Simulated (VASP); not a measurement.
# NaI (Fm-3m) in VASP: further runs, part 2 of 2

VASP 6.6.1.

## Step 6: Single point, PBE-based global hybrid with 100 % exact exchange

POSCAR

```
NaI
1.0
    0.0000000000      3.2296282834      3.2296282834
    3.2296282834      0.0000000000      3.2296282834
    3.2296282834      3.2296282834      0.0000000000
Na I
1 1
Direct
    0.0000000000      0.0000000000      0.0000000000
    0.5000000000      0.5000000000      0.5000000000
```

INCAR.step1

```
PREC = Accurate ; ENCUT = 520
EDIFF = 1E-5 ; ISMEAR = 0
SIGMA = 0.01 ; LREAL = F
LASPH = T ; NELM = 100
ALGO = Normal ; ISIF = 2
LWAVE = T ; LCHARG = F
GGA = PE ; NBANDS = 14
```

INCAR.step2

```
PREC = Accurate ; ENCUT = 520
EDIFF = 1E-6 ; ISMEAR = 0
SIGMA = 0.01 ; LREAL = F
LASPH = T ; NELM = 100
ALGO = Normal ; ISIF = 2
LWAVE = F ; LCHARG = F
GGA = PE ; LHFCALC = T
AEXX = 1.0 ; PRECFOCK = Normal
ISTART = 1 ; NBANDS = 14
ALDAC = 1.0 ; AGGAC = 1.0
```

KPOINTS

```
regular mesh
0
Gamma
  4 4 4
```

Potentials or basis: VASP PAW PBE potentials, release 64 (Na_pv, I).

Run with:

```bash
$ cat potpaw_PBE.64/Na_pv/POTCAR potpaw_PBE.64/I/POTCAR > POTCAR
$ cp INCAR.step1 INCAR
$ mpirun -np 1 vasp_std > vasp.out
$ cp INCAR.step2 INCAR
$ mpirun -np 1 vasp_std > vasp.out
```

It took 11 min on 1 thread of AMD EPYC 7R13 (Zen 3), shared host; peak memory 0.19 GiB.

Results (log left out):

```yaml
Free_energy: -11.5331 eV
Pressure: -1.0 GPa
Band_gap_on_the_k_mesh: 10.83 eV
```

Levels at points of the mesh, in eV from the valence-band top:
```csv
k point,band 5,band 6,band 7,band 8,band 9,band 10
"(0.00, 0.00, 0.00)",0.00,0.00,0.00,10.83,15.35,15.35
"(0.50, 0.00, 0.00)",-2.85,-0.38,-0.38,12.04,14.93,14.93
"(0.50, 0.50, 0.00)",-2.57,-1.01,-1.01,11.79,12.37,17.77
```

Caveat: the k points lie up to 0.42 Å⁻¹ apart; the PAW data sets were made with another functional, which shifts forces and pressure a little; spin-orbit coupling is left out, which moves the levels of the heavy elements.

## Step 7: Single point, PBE-based screened hybrid with 40 % exact exchange

POSCAR is that of step 6.

INCAR.step1

```
SYSTEM = NaI
  ALGO = Normal
  EDIFF = 1E-5
  ENCUT = 520
  GGA = PE
  ISIF = 2
  ISMEAR = 0
  LASPH = .TRUE.
  LCHARG = .FALSE.
  LREAL = .FALSE.
  LWAVE = .TRUE.
  NBANDS = 14
  NELM = 80
  PREC = Accurate
  SIGMA = 0.01
```

INCAR.step2

```
SYSTEM = NaI
  AEXX = 0.4
  ALGO = Normal
  EDIFF = 1E-6
  ENCUT = 520
  GGA = PE
  HFSCREEN = 0.3
  ISIF = 2
  ISMEAR = 0
  ISTART = 1
  LASPH = .TRUE.
  LCHARG = .FALSE.
  LHFCALC = .TRUE.
  LREAL = .FALSE.
  LWAVE = .FALSE.
  NBANDS = 14
  NELM = 80
  PREC = Accurate
  PRECFOCK = Normal
  SIGMA = 0.01
```

KPOINTS

```
k-points
0
G
  4 4 4
  0 0 0
```

Potentials or basis: VASP PAW PBE potentials, release 64 (Na_pv, I).

Run with:

```bash
$ cat potpaw_PBE.64/Na_pv/POTCAR potpaw_PBE.64/I/POTCAR > POTCAR
$ cp INCAR.step1 INCAR
$ mpirun -np 1 vasp_std > vasp.out
$ cp INCAR.step2 INCAR
$ mpirun -np 1 vasp_std > vasp.out
```

OUTCAR:

```text
SYSTEM = NaI
   AEXX = 0.4
   EDIFF = 1E-6
   ENCUT = 520
   GGA = PE
   HFSCREEN = 0.3
   ISIF = 2
   ISMEAR = 0
   ISTART = 1
   LASPH = .TRUE.
   LHFCALC = .TRUE.
   LREAL = .FALSE.
   NELM = 80
   PREC = Accurate
   PRECFOCK = Normal

 ion  position               nearest neighbor table
   1  0.000  0.000  0.000-
   2  0.500  0.500  0.500-

  LATTYP: Found a face centered cubic cell.
[... 314 lines left out ...]
     13      13.6205      0.00000
     14      14.3954      0.00000

------------------------ aborting loop because EDIFF is reached ----------------------------------------

  FORCE on cell =-STRESS in cart. coord.  units (eV):
  Direction    XX          YY          ZZ          XY          YZ          ZX
  --------------------------------------------------------------------------------------
  -------------------------------------------------------------------------------------
  Total        0.0587881      0.0587881      0.0587881      0.0000000      0.0000000     -0.0000000
  in kB        1.3980168      1.3980168      1.3980168      0.0000000      0.0000000     -0.0000000
  external PRESSURE =       1.3980168 kB  Pullay stress =       0.0000000 kB

 VOLUME and BASIS-vectors are now :
 -----------------------------------------------------------------------------
  energy-cutoff  :      520.00
  volume of cell :       67.37
      direct lattice vectors                 reciprocal lattice vectors
     0.000000000  3.229628283  3.229628283    -0.154816578  0.154816578  0.154816578
     3.229628283  0.000000000  3.229628283     0.154816578 -0.154816578  0.154816578
     3.229628283  3.229628283  0.000000000     0.154816578  0.154816578 -0.154816578

 POSITION                                       TOTAL-FORCE (eV/Angst)
 -----------------------------------------------------------------------------------
      0.00000      0.00000      0.00000         0.000000      0.000000      0.000000
      3.22963      3.22963      3.22963         0.000000      0.000000      0.000000
 -----------------------------------------------------------------------------------
    total drift:                                0.000001      0.000001      0.000001

  FREE ENERGIE OF THE ION-ELECTRON SYSTEM (eV)
  ---------------------------------------------------
  free  energy   TOTEN  =        -6.5486832518 eV

  energy  without entropy=       -6.5486832518  energy(sigma->0) =       -6.54868325
```

OUTCAR.step1:

```text
SYSTEM = NaI
   EDIFF = 1E-5
   ENCUT = 520
   GGA = PE
   ISIF = 2
   ISMEAR = 0
[... 340 lines left out ...]
      0.00000      0.00000      0.00000         0.000000      0.000000      0.000000
      3.22963      3.22963      3.22963         0.000000     -0.000000     -0.000000
 -----------------------------------------------------------------------------------
    total drift:                                0.000000      0.000000      0.000000

  FREE ENERGIE OF THE ION-ELECTRON SYSTEM (eV)
  ---------------------------------------------------
  free  energy   TOTEN  =        -5.3779358134 eV

  energy  without entropy=       -5.3779358134  energy(sigma->0) =       -5.37793581
```

It took 9 min on 1 thread of AMD EPYC 7R13 (Zen 3), shared host; peak memory 0.28 GiB.

What came out:

```
Free energy            : -6.5487 eV
Pressure               : 0.1 GPa
Band gap on the k mesh : 4.97 eV
```

Caveat: the k points lie up to 0.42 Å⁻¹ apart; the PAW data sets were made with another functional, which shifts forces and pressure a little; spin-orbit coupling is left out, which moves the levels of the heavy elements.

## Step 8: Summary

```tsv
level	k mesh	grid for exact exchange (PRECFOCK)	share of exact exchange	screening parameter	gap on the mesh (eV)	pressure (GPa)
r2SCAN	6 × 6 × 6	-	-	-	4.46	-0.1
HSE06	4 × 4 × 4	Normal	0.25	0.2079 1/Å	4.67	0.3
PBE-based screened hybrid with 20 % exact exchange	4 × 4 × 4	Normal	0.2	0.5 1/Å	4.05	0.4
PBE-based screened hybrid with 100 % exact exchange	4 × 4 × 4	Normal	1	0.5 1/Å	5.69	-0.2
PBE-based global hybrid with 100 % exact exchange	4 × 4 × 4	Normal	1	-	10.83	-1.0
PBE-based screened hybrid with 40 % exact exchange	4 × 4 × 4	Normal	0.4	0.3 1/Å	4.97	0.1
```

Alike in all rows: task single point; potentials or basis VASP PAW PBE potentials, release 64 (Na_pv, I); no spin polarisation; cell as given; cutoff (eV) 520; smearing gaussian 0.01 eV.

Caveats: some runs use coarse meshes; the PAW data sets were made with another functional, which shifts forces and pressure a little; spin-orbit coupling is left out, which moves the levels of the heavy elements.

Total energies depend on the potentials used, so only differences within one code and one set of settings carry meaning.
